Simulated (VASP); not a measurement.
# Mg16O17 (a cell with a defect) in VASP: single point with PBE

Aim: the single point of Mg16O17 (a cell with a defect) with PBE.

Everything below comes from runs of VASP 6.6.1. Logs are shortened: lines on timing, memory, paths and dates and some standing lists are left out, and cuts for length are marked.

### Step 1. The cell of the first run

The cell holds a defect, 33 atoms: a = 7.369 Å, b = 7.369 Å, c = 7.369 Å, α = 109.47°, β = 109.47°, γ = 109.47°.

### Step 2. Single point, PBE

INCAR

```
SYSTEM = Mg16O17
ALGO = Normal ; EDIFF = 1E-6
ENCUT = 520 ; GGA = PE
GGA_COMPAT = .False. ; ISIF = 2
ISMEAR = -1 ; ISYM = -1
LASPH = .True. ; LCHARG = .True.
LELF = .True. ; LREAL = Auto
LVHAR = .True. ; LWAVE = .False.
NBANDS = 89 ; NELM = 120
PREC = Accurate ; SIGMA = 0.01
```

KPOINTS

```
explicit points
1
Reciprocal
  0.25000000   0.25000000   0.25000000 1
```

POSCAR

```
Mg16O17
1.0
   -4.2543812300      4.2543812300      4.2543812300
    4.2543812300     -4.2543812300      4.2543812300
    4.2543812300      4.2543812300     -4.2543812300
Mg O
16 17
Direct
   -0.0038737713     -0.0000478330      0.0028596403
   -0.0045956154      0.2495914077      0.7525081385
   -0.0038847012      0.4999434430      0.5028538545
   -0.0031525148      0.7503133423      0.2532297746
    0.2457681725     -0.0007680318      0.7525084911
    0.2312557213      0.2350796616      0.5041744931
    0.2312516079      0.4999467337      0.2366664964
    0.2457557148      0.7503075835      0.0028575248
    0.4961185625     -0.0000594681      0.5028553823
    0.4961215006      0.2350776637      0.2366691995
    0.4961236161      0.4999499069      0.0029039476
    0.4961179748      0.7648289667      0.7690497920
    0.7464883442      0.0006740111      0.2532303622
    0.7464814102      0.2495804778      0.0028547042
    0.7609963294      0.4999432080      0.7690543755
    0.7609948016      0.7648203873      0.5015560159
   -0.0038821157     -0.0000564124      0.5028489184
   -0.0012710427      0.2512469951      0.2541598746
   -0.0038669548      0.4999467337      0.0028567021
   -0.0064839041      0.7486574023      0.7515553560
    0.2474218795      0.0025541905      0.2541604622
    0.2367398326      0.2405670636     -0.0129512371
    0.2367008140      0.4999495544      0.7592538904
    0.2474234073      0.7486355425      0.5028544421
    0.4961220882     -0.0000401939      0.0028564671
    0.4961263192      0.2405244017      0.7592547131
    0.4961125686      0.4999406224      0.4056399525
    0.4961169171      0.7593502616      0.2464388928
    0.7448291135     -0.0026590236      0.7515540632
    0.7448080764      0.2512477002      0.5028540895
    0.7555271440      0.4999413275      0.2464404207
    0.7555191522      0.7593442678      0.0186681672
    0.4961337233      0.4999601317      0.6000891462
```

Potentials or basis: VASP PAW PBE potentials, release 64 (Mg, O).

Command:

```sh
cat potpaw_PBE.64/Mg/POTCAR potpaw_PBE.64/O/POTCAR > POTCAR
mpirun -np 1 vasp_std > vasp.out
```

OUTCAR:

```text
SYSTEM = Mg16O17
   EDIFF = 1E-6
   ENCUT = 520
   GGA = PE
   ISIF = 2
   ISMEAR = -1
   ISYM = -1
   LASPH = .True.
   LREAL = Auto
   NELM = 120
   PREC = Accurate

 ion  position               nearest neighbor table
   1  0.996  1.000  0.003-  32 2.12  22 2.12  20 2.13  29 2.13  18 2.13  21 2.13  14 3.00   8 3.00
                             2 3.01   5 3.01  13 3.01   4 3.01   7 3.01  10 3.01  12 3.01  15 3.01
   2  0.995  0.250  0.753-  22 2.06  23 2.06  19 2.13  17 2.13  29 2.14  30 2.14   7 2.91   6 2.91
                            15 2.92  16 2.92  14 3.00  13 3.00   9 3.00   1 3.01   3 3.01   8 3.01
   3  0.996  0.500  0.503-  23 2.12  31 2.12  24 2.13  30 2.13  18 2.13  20 2.13  13 3.00   5 3.00
                             4 3.01  14 3.01   8 3.01   2 3.01  10 3.01  16 3.01  12 3.01   6 3.01
   4  0.997  0.750  0.253-  31 2.06  32 2.06  17 2.13  19 2.13  24 2.14  21 2.14  15 2.91  16 2.91
                             6 2.92   7 2.92   9 3.00   5 3.00   8 3.00   3 3.01   1 3.01  13 3.01
   5  0.246  0.999  0.753-  22 2.06  26 2.06  25 2.13  17 2.13  20 2.14  24 2.14  10 2.91   6 2.91
                            12 2.92  16 2.92   8 3.00   4 3.00   3 3.00   1 3.01   9 3.01  14 3.01
   6  0.231  0.235  0.504-  33 1.93  17 2.00  21 2.13  18 2.13  23 2.19  26 2.19  27 2.74   5 2.91
                             2 2.91   4 2.92  13 2.92  11 3.00   9 3.01   3 3.01   1 3.02  15 3.19
   7  0.231  0.500  0.237-  27 1.93  19 2.00  24 2.13  18 2.13  22 2.19  28 2.19  33 2.74   2 2.91
                             8 2.91  14 2.92   4 2.92  11 3.00   9 3.01   1 3.01   3 3.02  10 3.19
   8  0.246  0.750  0.003-  28 2.06  23 2.06  19 2.13  25 2.13  21 2.14  20 2.14   7 2.91  12 2.91
                            15 2.92  10 2.92   1 3.00   5 3.00   4 3.00   9 3.01   3 3.01   2 3.01
   9  0.496  1.000  0.503-  26 2.12  28 2.12  30 2.13  24 2.13  21 2.13  29 2.13   4 3.00   2 3.00
                            13 3.01   8 3.01  14 3.01   5 3.01   7 3.01  16 3.01   6 3.01  15 3.01
  10  0.496  0.235  0.237-  27 1.93  25 2.00  30 2.13  21 2.13  22 2.19  31 2.19  33 2.74   5 2.91
                            14 2.91   8 2.92  13 2.92  11 3.00   3 3.01   1 3.01   9 3.02   7 3.19
  11  0.496  0.500  0.003-  22 2.14  28 2.14  31 2.14  32 2.14  23 2.14  26 2.14   7 3.00  10 3.00
                            16 3.00  15 3.00   6 3.00  12 3.00   5 3.01   2 3.01   4 3.01  13 3.01
  12  0.496  0.765  0.769-  33 1.93  25 2.00  24 2.13  29 2.13  23 2.19  32 2.19  27 2.74   8 2.91
                            13 2.91  14 2.92   5 2.92  11 3.00   3 3.01   1 3.01   9 3.02   6 3.19
  13  0.746  0.001  0.253-  28 2.06  32 2.06  17 2.13  25 2.13  30 2.14  18 2.14  16 2.91  12 2.91
                             6 2.92  10 2.92   3 3.00   2 3.00  14 3.00   9 3.01   1 3.01   4 3.01
  14  0.746  0.250  0.003-  26 2.06  31 2.06  25 2.13  19 2.13  18 2.14  29 2.14  15 2.91  10 2.91
                            12 2.92   7 2.92   2 3.00   1 3.00  13 3.00   3 3.01   9 3.01   5 3.01
  15  0.761  0.500  0.769-  33 1.93  19 2.00  30 2.13  20 2.13  26 2.19  32 2.19  27 2.74  14 2.91
                             4 2.91   2 2.92   8 2.92  11 3.00   9 3.01   1 3.01   3 3.02   6 3.19
  16  0.761  0.765  0.502-  27 1.93  17 2.00  20 2.13  29 2.13  28 2.19  31 2.19  33 2.74   4 2.91
                            13 2.91   2 2.92   5 2.92  11 3.00   9 3.01   3 3.01   1 3.02  10 3.19
  17  0.996  1.000  0.503-   6 2.00  16 2.00  13 2.13   4 2.13   2 2.13   5 2.13
  18  0.999  0.251  0.254-   6 2.13   7 2.13   1 2.13   3 2.13  13 2.14  14 2.14
  19  0.996  0.500  0.003-   7 2.00  15 2.00   2 2.13   8 2.13  14 2.13   4 2.13
  20  0.994  0.749  0.752-  16 2.13  15 2.13   1 2.13   3 2.13   5 2.14   8 2.14
  21  0.247  0.003  0.254-   6 2.13  10 2.13   1 2.13   9 2.13   8 2.14   4 2.14
  22  0.237  0.241  0.987-   2 2.06   5 2.06   1 2.12  11 2.14   7 2.19  10 2.19
  23  0.237  0.500  0.759-   8 2.06   2 2.06   3 2.12  11 2.14  12 2.19   6 2.19
  24  0.247  0.749  0.503-  12 2.13   7 2.13   9 2.13   3 2.13   4 2.14   5 2.14
  25  0.496  1.000  0.003-  10 2.00  12 2.00   5 2.13  14 2.13   8 2.13  13 2.13
  26  0.496  0.241  0.759-  14 2.06   5 2.06   9 2.12  11 2.14  15 2.19   6 2.19
  27  0.496  0.500  0.406-  33 1.43   7 1.93  10 1.93  16 1.93   6 2.74  12 2.74  15 2.74
  28  0.496  0.759  0.246-   8 2.06  13 2.06   9 2.12  11 2.14   7 2.19  16 2.19
  29  0.745  0.997  0.752-  16 2.13  12 2.13   1 2.13   9 2.13   2 2.14  14 2.14
  30  0.745  0.251  0.503-  10 2.13  15 2.13   9 2.13   3 2.13  13 2.14   2 2.14
  31  0.756  0.500  0.246-  14 2.06   4 2.06   3 2.12  11 2.14  10 2.19  16 2.19
  32  0.756  0.759  0.019-   4 2.06  13 2.06   1 2.12  11 2.14  15 2.19  12 2.19
  33  0.496  0.500  0.600-  27 1.43  15 1.93  12 1.93   6 1.93  16 2.74  10 2.74   7 2.74

IMPORTANT INFORMATION: All symmetrisations will be switched off!
NOSYMM: (Re-)initialisation of all symmetry stuff for point group C_1.

----------------------------------------------------------------------------------------

                                     Primitive cell

  volume of cell :     308.0131

  direct lattice vectors                    reciprocal lattice vectors
    -4.254381230  4.254381230  4.254381230     0.000000000  0.117525904  0.117525904
     4.254381230 -4.254381230  4.254381230     0.117525904  0.000000000  0.117525904
     4.254381230  4.254381230 -4.254381230     0.117525904  0.117525904  0.000000000

  length of vectors
     7.368804445  7.368804445  7.368804445     0.166206727  0.166206727  0.166206727

  position of ions in fractional coordinates (direct lattice)
     0.996126229  0.999952167  0.002859640
     0.995404385  0.249591408  0.752508138
     0.996115299  0.499943443  0.502853855
     0.996847485  0.750313342  0.253229775
     0.245768173  0.999231968  0.752508491
     0.231255721  0.235079662  0.504174493
[... 25 lines left out ...]
     0.755519152  0.759344268  0.018668167
     0.496133723  0.499960132  0.600089146

  ion indices of the primitive-cell ions
   primitive index   ion index
                 1           1
                 2           2
                 3           3
                 4           4
                 5           5
                 6           6
[... 25 lines left out ...]
                32          32
                33          33

----------------------------------------------------------------------------------------

 KPOINTS: explicit points

Read explicit list of k-points.

 Found      1 k-points:

 Following reciprocal coordinates:
            Coordinates               Weight
  0.250000  0.250000  0.250000      1.000000
   k-points           NKPTS =      1   k-points in BZ     NKDIM =      1   number of bands    NBANDS=     89
   number of dos      NEDOS =    301   number of ions     NIONS =     33
   total plane-waves  NPLWV = 175616
   dimension x,y,z NGX =    56 NGY =   56 NGZ =   56
   dimension x,y,z NGXF=   112 NGYF=  112 NGZF=  112
   ions per type =              16  17
   NGX,Y,Z   is equivalent  to a cutoff of  12.63, 12.63, 12.63 a.u.
   NGXF,Y,Z  is equivalent  to a cutoff of  25.27, 25.27, 25.27 a.u.
 SYSTEM =  Mg16O17
   PREC   = accura    normal or accurate (medium, high low for compatibility)
   ISTART =      0    job   : 0-new  1-cont  2-samecut
   ICHARG =      2    charge: 1-file 2-atom 10-const
   ISPIN  =      1    spin polarized calculation?
   LNONCOLLINEAR =      F non collinear calculations
   LSORBIT =      F    spin-orbit coupling
   LASPH  =      T    aspherical Exc in radial PAW
   ENCUT  =  520.0 eV  38.22 Ry    6.18 a.u.  13.70 13.70 13.70*2*pi/ulx,y,z
   NELM   =    120;   NELMIN=  2; NELMDL= -5     # of ELM steps
   EDIFF  = 0.1E-05   stopping-criterion for ELM
   LREAL  =      T    real-space projection
   EDIFFG = 0.1E-04   stopping-criterion for IOM
   NSW    =      0    number of steps for IOM
   IBRION =     -1    ionic relax: 0-MD 1-quasi-New 2-CG
   NFREE  =      0    steps in history (QN), initial steepest desc. (CG)
   ISIF   =      2    stress and relaxation
   ISYM   =     -1    0-nonsym 1-usesym 2-fastsym
   POTIM  = 0.5000    time-step for ionic-motion
   TEBEG  =    0.0;   TEEND  =   0.0 temperature during run
   PSTRESS=    0.0 pullay stress
   NELECT =     134.0000    total number of electrons
   NUPDOWN=      -1.0000    fix difference up-down
   EMIN   =  10.00;   EMAX   =-10.00  energy-range for DOS
   EFERMI =   0.00;   METHOD = LEGACY
   ISMEAR =    -1;   SIGMA  =   0.01  broadening in eV -4-tet -1-fermi 0-gaus
   EFERMI_NEDOS =   21; number of points for ismear=-14 and -15
   IALGO  =     38    algorithm
   IMIX   =      4    mixing-type and parameters
     AMIX     =   0.40;   BMIX     =  1.00
     AMIX_MAG =   1.60;   BMIX_MAG =  1.00
  volume/ion in A,a.u.               =       9.33        62.99
  Fermi-wavevector in a.u.,A,eV,Ry     =   1.240471  2.344151 20.936222  1.538769
  Thomas-Fermi vector in A             =   2.374910
   LORBIT       =      0    0 simple, 1 ext, 2 COOP (PROOUT), +10 PAW based schemes
   GGA     = PE    functional components
   LHFCALC =     F    Hartree Fock is set to
   AEXX    =    0.0000 exact exchange contribution
   IVDW    =     0    specifies the selected vdW correction
   LEPSILON=     F    determine dielectric tensor
   LRPA    =     F    only Hartree local field effects (RPA)
 non-spin polarized calculation
  energy-cutoff  :      520.00
  volume of cell :      308.01
 maximum number of plane-waves:      8280
 NGX is ok and might be reduce to    54
   NGX = 27   NGY = 27   NGZ = 27

 number of electron     133.9999991 magnetization

 Free energy of the ion-electron system (eV)
  ---------------------------------------------------
  ext. energy  EPLUGINS =         0.00000000
  ---------------------------------------------------
  free energy    TOTEN  =      -192.97658725 eV

  energy without entropy =     -192.97658725  energy(sigma->0) =     -192.97658725

 E-fermi :   3.7386     XC(G=0): -11.0539

 val. band max:        3.3871529828   @ k =   0.2500   0.2500   0.2500
 cond. band min:       8.7892134888   @ k =   0.2500   0.2500   0.2500
 fundamental gap:      5.4020605060
 Fermi energy:         3.7385714902

 k-point     1 :       0.2500    0.2500    0.2500
  band No.  band energies     occupation
      1     -18.1058      2.00000
      2     -13.5651      2.00000
      3     -13.5649      2.00000
      4     -13.5526      2.00000
      5     -13.1018      2.00000
      6     -12.8872      2.00000
[... 71 lines left out ...]
     78      12.6234      0.00000
     79      12.7401      0.00000
 [bands above 79 left out]

------------------------ aborting loop because EDIFF is reached ----------------------------------------

  FORCE on cell =-STRESS in cart. coord.  units (eV):
  Direction    XX          YY          ZZ          XY          YZ          ZX
  --------------------------------------------------------------------------------------
  -------------------------------------------------------------------------------------
  Total       12.5003838     12.4805774     12.4935276      3.1108963     -3.1092211     -3.1171228
  in kB       65.0226591     64.9196332     64.9869955     16.1818034    -16.1730894    -16.2141911
  external PRESSURE =      64.9764293 kB  Pullay stress =       0.0000000 kB

 VOLUME and BASIS-vectors are now :
 -----------------------------------------------------------------------------
  energy-cutoff  :      520.00
  volume of cell :      308.01
      direct lattice vectors                 reciprocal lattice vectors
    -4.254381230  4.254381230  4.254381230     0.000000000  0.117525904  0.117525904
     4.254381230 -4.254381230  4.254381230     0.117525904  0.000000000  0.117525904
     4.254381230  4.254381230 -4.254381230     0.117525904  0.117525904  0.000000000

 POSITION                                       TOTAL-FORCE (eV/Angst)
 -----------------------------------------------------------------------------------
      0.02844     -0.00411      8.47991        -0.000395      0.000086     -0.000039
      0.02848      6.37443      2.09523        -0.001078      0.001209      0.003622
      0.02843      4.25024      4.22547        -0.000469      0.000237      0.000871
      0.02849      2.12619      6.35575        -0.001158     -0.003292      0.000022
      6.40698     -0.00406      2.09525        -0.000273     -0.000726      0.003588
      2.16122      2.12868     -0.16098         0.007032      0.008487      0.003641
[... 25 lines left out ...]
      0.09570      0.06315      6.36538        -0.001775      0.002639      0.003930
      2.56929      2.53673      1.68476         0.149947      0.146496     -0.149913
 -----------------------------------------------------------------------------------
    total drift:                               -0.016642      0.004566      0.016923

  FREE ENERGIE OF THE ION-ELECTRON SYSTEM (eV)
  ---------------------------------------------------
  free  energy   TOTEN  =      -192.9765872497 eV

  energy  without entropy=     -192.9765872497  energy(sigma->0) =     -192.97658725
```

Run time: 2.1 min. Hardware: 1 thread of Intel Xeon Platinum 8375C at 2.90GHz (Ice Lake), shared host; peak memory 0.4 GiB.

What came out:

```
Free energy            : -192.9766 eV
Pressure               : 6.5 GPa
Largest force          : 0.258 eV/Å
Band gap on the k mesh : 5.40 eV
```

Forces on the atoms (eV/Å):
```
Mg   0.000  0.000  0.000
Mg  -0.001  0.001  0.004
Mg   0.000  0.000  0.001
Mg  -0.001 -0.003  0.000
Mg   0.000 -0.001  0.004
Mg   0.007  0.008  0.004
Mg  -0.009  0.002  0.009
Mg  -0.003  0.002  0.001
Mg   0.000  0.000  0.001
Mg   0.004 -0.008  0.007
Mg  -0.002 -0.002  0.003
Mg  -0.005  0.009 -0.007
Mg  -0.004 -0.001  0.000
Mg   0.000 -0.003  0.001
Mg   0.009 -0.004 -0.009
Mg  -0.008 -0.008 -0.004
O    0.001  0.000 -0.001
O    0.002 -0.005 -0.005
O    0.001  0.000 -0.001
O    0.000  0.006  0.003
O   -0.002  0.000 -0.002
O   -0.001  0.000 -0.008
O   -0.001 -0.002  0.001
O    0.005 -0.004 -0.001
O    0.000  0.001 -0.001
O   -0.003  0.002  0.003
O   -0.147 -0.151  0.148
O    0.007  0.001  0.000
O    0.003  0.000  0.002
O   -0.004  0.005  0.000
O    0.003  0.005 -0.003
O   -0.002  0.003  0.004
O    0.150  0.146 -0.150
```

Stress tensor (GPa, compression positive):
```
 6.50  1.62 -1.62
 1.62  6.49 -1.62
-1.62 -1.62  6.50
```

Levels at points of the mesh, in eV from the valence-band top:
```csv
k point,band 65,band 66,band 67,band 68,band 69,band 70
"(0.25, 0.25, 0.25)",-0.51,0.00,0.00,5.40,6.61,6.61
```
